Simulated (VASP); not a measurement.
Runs of VASP 6.6.1 on CdTe. The structure is that of space group F-43m (No. 216), or close to it. The cells are those of the table. 

```csv
cell,gap on the mesh (eV),pressure (GPa)
"a = 4.653, b = 4.653, c = 4.533 Å, angles 60.9, 60.9, 58.3°, 2 atoms",0.65,1.8
"a = 4.636, b = 4.636, c = 4.533 Å, angles 60.7, 60.7, 58.5°, 2 atoms",0.68,(a)
"a = 4.601, b = 4.601, c = 4.533 Å, angles 60.5, 60.5, 59.0°, 2 atoms",0.75,2.9
"a = 4.499, b = 4.499, c = 4.533 Å, angles 59.8, 59.8, 60.5°, 2 atoms",0.89,5.2
"a = 4.567, b = 4.567, c = 4.533 Å, angles 60.2, 60.2, 59.5°, 2 atoms",(c),(b)
```

Alike in all rows: task single point; level PBE; potentials or basis VASP PAW PBE potentials, release 64 (Cd, Te); no spin polarisation; k mesh 8 × 8 × 8; cutoff (eV) 520; smearing gaussian 0.05 eV.

Problem. Estimate the missing entries.

Solution. (a) 2.2; (b) 3.6; (c) 0.81.

Caveats: spin-orbit coupling is left out, which moves the levels of the heavy elements; the cell stands under pressure (at least some runs).

A k mesh can miss the band edges, and the runs leave out spin-orbit coupling on Cd, Te.
